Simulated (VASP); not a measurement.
# Hf8NO15 (a cell with a defect) in VASP: electric field gradients with PBE

Aim: the electric field gradients of Hf8NO15 (a cell with a defect) with PBE.

Everything below comes from runs of VASP 6.6.1. Logs are shortened: lines on timing, memory, paths and dates and some standing lists are left out, and cuts for length are marked.

### Step 1. The cell of the first run

The cell holds a defect, 24 atoms: a = 7.234 Å, b = 7.234 Å, c = 7.234 Å, α = 60.00°, β = 60.00°, γ = 60.00°.

### Step 2. Electric field gradients, PBE, collinear spin, ferromagnetic start

Input file INCAR:

```
PREC     = Accurate       # precision mode
ENCUT    = 520            # plane-wave cutoff, eV
EDIFF    = 1E-8           # SCF threshold, eV
ISMEAR   = -1             # smearing method
SIGMA    = 0.01           # smearing width, eV
LREAL    = Auto         
LASPH    = T              # aspherical terms in the spheres
NELM     = 150            # most SCF steps
ALGO     = Normal         # electronic algorithm
ISIF     = 2              # what is computed and relaxed
LWAVE    = F              # write WAVECAR
LCHARG   = F              # write CHGCAR
ISPIN    = 2              # spin polarisation
MAGMOM   = 0 0 0 0 0 0 0 0 1 0 0 0 0 0 0 0 0 0 0 0 0 0 0 0 # initial moments
LORBIT   = 11             # projections on sites
LMAXMIX  = 4              # l up to which the mixer works
GGA      = PE             # functional
LEFG     = T            
NBANDS   = 110            # bands
```

Input file KPOINTS:

```
regular mesh
0
Gamma
  3 3 3
```

Input file POSCAR:

```
Hf8NO15
1.0
    0.0000000000      5.1150000000      5.1150000000
    5.1150000000      0.0000000000      5.1150000000
    5.1150000000      5.1150000000      0.0000000000
Hf N O
8 1 15
Direct
    0.0000000000      0.0000000000      0.0000000000
    0.0000000000      0.0000000000      0.5000000000
    0.0000000000      0.5000000000      0.0000000000
    0.0000000000      0.5000000000      0.5000000000
    0.5000000000      0.0000000000      0.0000000000
    0.5000000000      0.0000000000      0.5000000000
    0.5000000000      0.5000000000      0.0000000000
    0.5000000000      0.5000000000      0.5000000000
    0.1250000000      0.1250000000      0.1250000000
    0.1250000000      0.1250000000      0.6250000000
    0.1250000000      0.6250000000      0.1250000000
    0.1250000000      0.6250000000      0.6250000000
    0.6250000000      0.1250000000      0.1250000000
    0.6250000000      0.1250000000      0.6250000000
    0.6250000000      0.6250000000      0.1250000000
    0.6250000000      0.6250000000      0.6250000000
    0.3750000000      0.3750000000      0.3750000000
    0.3750000000      0.3750000000      0.8750000000
    0.3750000000      0.8750000000      0.3750000000
    0.3750000000      0.8750000000      0.8750000000
    0.8750000000      0.3750000000      0.3750000000
    0.8750000000      0.3750000000      0.8750000000
    0.8750000000      0.8750000000      0.3750000000
    0.8750000000      0.8750000000      0.8750000000
```

Potentials or basis: VASP PAW PBE potentials, release 64 (Hf_pv, N, O).

Started as:

```
$ cat potpaw_PBE.64/Hf_pv/POTCAR potpaw_PBE.64/N/POTCAR potpaw_PBE.64/O/POTCAR > POTCAR
$ mpirun -np 1 vasp_std > vasp.out
```

OUTCAR:

```text
PREC = Accurate
   ENCUT = 520
   EDIFF = 1E-8
   ISMEAR = -1
   LREAL = Auto
   LASPH = T
   NELM = 150
   ISIF = 2
   ISPIN = 2
   LORBIT = 11
   GGA = PE

 ion  position               nearest neighbor table
   1  0.000  0.000  0.000-   9 2.21  10 2.21  11 2.21  13 2.21  20 2.21  22 2.21  23 2.21  24 2.21
                             5 3.62   2 3.62   3 3.62   2 3.62   4 3.62   6 3.62   3 3.62   4 3.62
   2  0.000  0.000  0.500-   9 2.21  10 2.21  12 2.21  14 2.21  19 2.21  21 2.21  23 2.21  24 2.21
                             6 3.62   1 3.62   4 3.62   1 3.62   3 3.62   5 3.62   3 3.62   4 3.62
   3  0.000  0.500  0.000-   9 2.21  11 2.21  12 2.21  15 2.21  18 2.21  21 2.21  22 2.21  24 2.21
                             7 3.62   1 3.62   4 3.62   2 3.62   4 3.62   8 3.62   1 3.62   2 3.62
   4  0.000  0.500  0.500-  10 2.21  11 2.21  12 2.21  16 2.21  17 2.21  21 2.21  22 2.21  23 2.21
                             8 3.62   2 3.62   3 3.62   1 3.62   3 3.62   7 3.62   1 3.62   2 3.62
   5  0.500  0.000  0.000-   9 2.21  13 2.21  14 2.21  15 2.21  18 2.21  19 2.21  20 2.21  24 2.21
                             7 3.62   1 3.62   6 3.62   2 3.62   6 3.62   8 3.62   3 3.62   7 3.62
   6  0.500  0.000  0.500-  10 2.21  13 2.21  14 2.21  16 2.21  17 2.21  19 2.21  20 2.21  23 2.21
                             8 3.62   2 3.62   5 3.62   1 3.62   5 3.62   7 3.62   4 3.62   7 3.62
   7  0.500  0.500  0.000-  11 2.21  13 2.21  15 2.21  16 2.21  17 2.21  18 2.21  20 2.21  22 2.21
                             8 3.62   3 3.62   5 3.62   4 3.62   6 3.62   8 3.62   1 3.62   5 3.62
   8  0.500  0.500  0.500-  12 2.21  14 2.21  15 2.21  16 2.21  17 2.21  18 2.21  19 2.21  21 2.21
                             7 3.62   4 3.62   6 3.62   3 3.62   5 3.62   7 3.62   2 3.62   5 3.62
   9  0.125  0.125  0.125-   1 2.21   2 2.21   3 2.21   5 2.21
  10  0.125  0.125  0.625-   1 2.21   2 2.21   4 2.21   6 2.21
  11  0.125  0.625  0.125-   1 2.21   3 2.21   4 2.21   7 2.21
  12  0.125  0.625  0.625-   2 2.21   3 2.21   4 2.21   8 2.21
  13  0.625  0.125  0.125-   1 2.21   5 2.21   6 2.21   7 2.21
  14  0.625  0.125  0.625-   2 2.21   5 2.21   6 2.21   8 2.21
[... 8 lines left out ...]
  23  0.875  0.875  0.375-   1 2.21   2 2.21   4 2.21   6 2.21
  24  0.875  0.875  0.875-   1 2.21   2 2.21   3 2.21   5 2.21

  LATTYP: Found a face centered cubic cell.
 ALAT       =    10.2300000000

  Lattice vectors:

 A1 = (   0.0000000000,   5.1150000000,   5.1150000000)
 A2 = (   5.1150000000,   0.0000000000,   5.1150000000)
 A3 = (   5.1150000000,   5.1150000000,   0.0000000000)

Analysis of symmetry for initial positions (statically):
=====================================================================
 Subroutine PRICEL returns:
 Original cell was already a primitive cell.

 Routine SETGRP: Setting up the symmetry group for a
 face centered cubic supercell.

 Subroutine GETGRP returns: Found 24 space group operations
 (whereof  6 operations were pure point group operations)
 out of a pool of 48 trial point group operations.

The static configuration has the point symmetry C_3v.
 The point group associated with its full space group is T_d .

Analysis of symmetry for dynamics (positions and initial velocities):
=====================================================================
 Subroutine PRICEL returns:
 Original cell was already a primitive cell.

 Routine SETGRP: Setting up the symmetry group for a
 face centered cubic supercell.

 Subroutine GETGRP returns: Found 24 space group operations
 (whereof  6 operations were pure point group operations)
 out of a pool of 48 trial point group operations.

The dynamic configuration has the point symmetry C_3v.
 The point group associated with its full space group is T_d .

Analysis of structural, dynamic, and magnetic symmetry:
=====================================================================
 Subroutine PRICEL returns:
 Original cell was already a primitive cell.

 Routine SETGRP: Setting up the symmetry group for a
 face centered cubic supercell.

 Subroutine GETGRP returns: Found 24 space group operations
 (whereof  6 operations were pure point group operations)
 out of a pool of 48 trial point group operations.

The overall configuration has the point symmetry C_3v.
 The point group associated with its full space group is T_d .

 Subroutine INISYM returns: Found 24 space group operations
 (whereof  6 operations are pure point group operations),
 and found     1 'primitive' translations

[... 172 lines left out ...]
 spin component 1

 k-point     1 :       0.0000    0.0000    0.0000
  band No.  band energies     occupation
      1     -26.2150      1.00000
      2     -26.1279      1.00000
      3     -26.1279      1.00000
      4     -26.1120      1.00000
      5     -26.1120      1.00000
      6     -26.1120      1.00000
[... 397 lines left out ...]
     98       8.7838      0.00000
     99       8.9491      0.00000
 Fermi energy:         4.3025405504

 spin component 2

 k-point     1 :       0.0000    0.0000    0.0000
  band No.  band energies     occupation
      1     -26.2153      1.00000
      2     -26.1281      1.00000
      3     -26.1281      1.00000
      4     -26.1124      1.00000
      5     -26.1124      1.00000
      6     -26.1124      1.00000
[... 397 lines left out ...]
     98       8.8199      0.00000
     99       8.9674      0.00000
 [bands above 99 left out]

------------------------ aborting loop because EDIFF is reached ----------------------------------------

  FORCE on cell =-STRESS in cart. coord.  units (eV):
  Direction    XX          YY          ZZ          XY          YZ          ZX
  --------------------------------------------------------------------------------------
  -------------------------------------------------------------------------------------
  Total       -7.6099296     -7.6099296     -7.6099296     -0.0000000      0.0000000     -0.0000000
  in kB      -45.5537684    -45.5537684    -45.5537684     -0.0000000      0.0000000     -0.0000000
  external PRESSURE =     -45.5537684 kB  Pullay stress =       0.0000000 kB

 VOLUME and BASIS-vectors are now :
 -----------------------------------------------------------------------------
  energy-cutoff  :      520.00
  volume of cell :      267.65
      direct lattice vectors                 reciprocal lattice vectors
     0.000000000  5.115000000  5.115000000    -0.097751711  0.097751711  0.097751711
     5.115000000  0.000000000  5.115000000     0.097751711 -0.097751711  0.097751711
     5.115000000  5.115000000  0.000000000     0.097751711  0.097751711 -0.097751711

 POSITION                                       TOTAL-FORCE (eV/Angst)
 -----------------------------------------------------------------------------------
      0.00000      0.00000      0.00000         0.213686      0.213686      0.213686
      2.55750      2.55750      0.00000        -0.213686     -0.213686      0.213686
      2.55750      0.00000      2.55750        -0.213686      0.213686     -0.213686
      5.11500      2.55750      2.55750        -0.147543      0.147543      0.147543
      0.00000      2.55750      2.55750         0.213686     -0.213686     -0.213686
      2.55750      5.11500      2.55750         0.147543     -0.147543      0.147543
[... 16 lines left out ...]
      6.39375      6.39375      8.95125        -0.000000     -0.000000     -0.466186
      8.95125      8.95125      8.95125        -0.000000     -0.000000      0.000000
 -----------------------------------------------------------------------------------
    total drift:                                0.000000      0.000000      0.000000

  FREE ENERGIE OF THE ION-ELECTRON SYSTEM (eV)
  ---------------------------------------------------
  free  energy   TOTEN  =      -239.7079518202 eV

  energy  without entropy=     -239.7057804852  energy(sigma->0) =     -239.70686615

 Electric field gradients (V/A^2)
---------------------------------------------------------------------
 ion       V_xx      V_yy      V_zz      V_xy      V_xz      V_yz
---------------------------------------------------------------------
   1      -0.000     0.000     0.000   -22.274   -22.274   -22.274
   2       0.000     0.000    -0.000   -22.274    22.273    22.273
   3       0.000    -0.000     0.000    22.273   -22.274    22.273
   4       0.000    -0.000    -0.000    -2.243    -2.243     2.242
   5      -0.000     0.000     0.000    22.273    22.273   -22.274
   6      -0.000     0.000    -0.000    -2.243     2.242    -2.243
[... 16 lines left out ...]
  23      -5.582    -5.582    11.163    -0.437     0.002     0.002
  24      -0.000    -0.000     0.000     0.002     0.002     0.002
---------------------------------------------------------------------

 Electric field gradients after diagonalization (V/A^2)
 (convention: |V_zz| > |V_xx| > |V_yy|)
----------------------------------------------------------------------
 ion       V_xx      V_yy      V_zz     asymmetry (V_yy - V_xx)/ V_zz
----------------------------------------------------------------------
   1      22.274    22.274   -44.547       0.000
   2      22.274    22.273   -44.546       0.000
   3      22.274    22.273   -44.546       0.000
   4      -2.243    -2.242     4.485       0.000
   5      22.274    22.273   -44.546       0.000
   6      -2.243    -2.242     4.485       0.000
[... 16 lines left out ...]
  23      -6.019    -5.144    11.163       0.078
  24      -0.002    -0.002     0.004       0.000
----------------------------------------------------------------------

           NMR quadrupolar parameters

 Cq : quadrupolar parameter    Cq=e*Q*V_zz/h
 eta: asymmetry parameters     (V_yy - V_xx)/ V_zz
 Q  : nuclear electric quadrupole moment in mb (millibarn)
----------------------------------------------------------------------
 ion       Cq(MHz)       eta       Q (mb)
----------------------------------------------------------------------
   1      -0.108       0.000       1.000
   2      -0.108       0.000       1.000
   3      -0.108       0.000       1.000
   4       0.011       0.000       1.000
   5      -0.108       0.000       1.000
   6       0.011       0.000       1.000
[... 16 lines left out ...]
  23       0.027       0.078       1.000
  24       0.000       0.000       1.000
----------------------------------------------------------------------

 total charge

# of ion       s       p       d       tot
------------------------------------------
    1        0.291   6.552   1.360   8.203
    2        0.291   6.552   1.360   8.203
    3        0.291   6.552   1.360   8.203
    4        0.287   6.542   1.325   8.154
    5        0.291   6.552   1.360   8.203
    6        0.287   6.542   1.325   8.154
[... 16 lines left out ...]
   23        1.562   3.526   0.000   5.088
   24        1.565   3.522   0.000   5.087
--------------------------------------------------
tot         27.006 107.778  10.740 145.524

 magnetization (x)

# of ion       s       p       d       tot
------------------------------------------
    1       -0.000   0.005  -0.001   0.003
    2       -0.000   0.005  -0.001   0.003
    3       -0.000   0.005  -0.001   0.003
    4       -0.000   0.001  -0.002  -0.002
    5       -0.000   0.005  -0.001   0.003
    6       -0.000   0.001  -0.002  -0.002
[... 16 lines left out ...]
   23        0.001   0.039   0.000   0.040
   24        0.001   0.066   0.000   0.067
--------------------------------------------------
tot          0.012   0.746  -0.013   0.745
```

It took 9 min on 1 thread of Intel Xeon 6975P-C (Granite Rapids), shared host; peak memory 0.59 GiB.

What came out:

| Quantity | Value |
| --- | --- |
| Free energy | -239.7080 eV |
| Pressure | -4.6 GPa |
| Largest force | 0.466 eV/Å |
| Net moment | 0.91 μB per cell |
| Site moments | Hf +0.00, -0.00; N +0.32; O +0.01, +0.05, +0.04, +0.07 μB |
| Valence electrons inside the program's atomic spheres | Hf 8.20, 8.15; N 3.73; O 5.09 |

Forces on the atoms (eV/Å):
```
Hf   0.214  0.214  0.214
Hf  -0.214 -0.214  0.214
Hf  -0.214  0.214 -0.214
Hf  -0.148  0.148  0.148
Hf   0.214 -0.214 -0.214
Hf   0.148 -0.148  0.148
Hf   0.148  0.148 -0.148
Hf  -0.148 -0.148 -0.148
N    0.000  0.000  0.000
O    0.000  0.000  0.071
O    0.000  0.071  0.000
O   -0.071  0.000  0.000
O    0.071  0.000  0.000
O    0.000 -0.071  0.000
O    0.000  0.000 -0.071
O    0.000  0.000  0.000
O    0.000  0.000  0.000
O    0.000  0.000  0.466
O    0.000  0.466  0.000
O   -0.466  0.000  0.000
O    0.466  0.000  0.000
O    0.000 -0.466  0.000
O    0.000  0.000 -0.466
O    0.000  0.000  0.000
```

Levels at points of the mesh, in eV from the Fermi level:
Spin up:
```csv
k point,band 85,band 86,band 87,band 88,band 89,band 90,band 91,band 92
"(0.00, 0.00, 0.00)",-0.71,0.00,0.00,0.00,3.51,3.51,3.51,3.59
```
Spin down:
```
           k point  band 82  band 83  band 84  band 85  band 86  band 87  band 88  band 89  band 90  band 91
(0.00, 0.00, 0.00)    -1.33    -0.63    -0.63    -0.63     0.26     0.26     0.26     3.53     3.53     3.53
```

Electric field gradients, principal values (V/Å²):
| atom | least | middle | greatest (by size) |
| --- | --- | --- | --- |
| 1 Hf | 22.274 | 22.274 | -44.547 |
| 2 Hf | 22.273 | 22.274 | -44.546 |
| 3 Hf | 22.273 | 22.274 | -44.546 |
| 4 Hf | -2.242 | -2.243 | 4.485 |
| 5 Hf | 22.273 | 22.274 | -44.546 |
| 6 Hf | -2.242 | -2.243 | 4.485 |
| 7 Hf | -2.242 | -2.243 | 4.485 |
| 8 Hf | -2.242 | -2.242 | 4.483 |
| 9 N | -0.001 | -0.001 | 0.002 |
| 10 O | 1.051 | 1.376 | -2.427 |
| 11 O | 1.051 | 1.376 | -2.427 |
| 12 O | 1.055 | 1.375 | -2.431 |
| 13 O | 1.051 | 1.376 | -2.427 |
| 14 O | 1.055 | 1.375 | -2.431 |
| 15 O | 1.055 | 1.375 | -2.431 |
| 16 O | -0.002 | -0.002 | 0.004 |
| 17 O | -0.002 | -0.002 | 0.004 |
| 18 O | -5.140 | -6.023 | 11.163 |
| 19 O | -5.140 | -6.023 | 11.163 |
| 20 O | -5.144 | -6.019 | 11.163 |
| 21 O | -5.140 | -6.023 | 11.163 |
| 22 O | -5.144 | -6.019 | 11.163 |
| 23 O | -5.144 | -6.019 | 11.163 |
| 24 O | -0.002 | -0.002 | 0.004 |

Caveat: without QUAD_EFG the Cq values of the log hold for a quadrupole moment of 1 mb, not for the nuclei; spin-orbit coupling is left out, which moves the levels of the heavy elements.
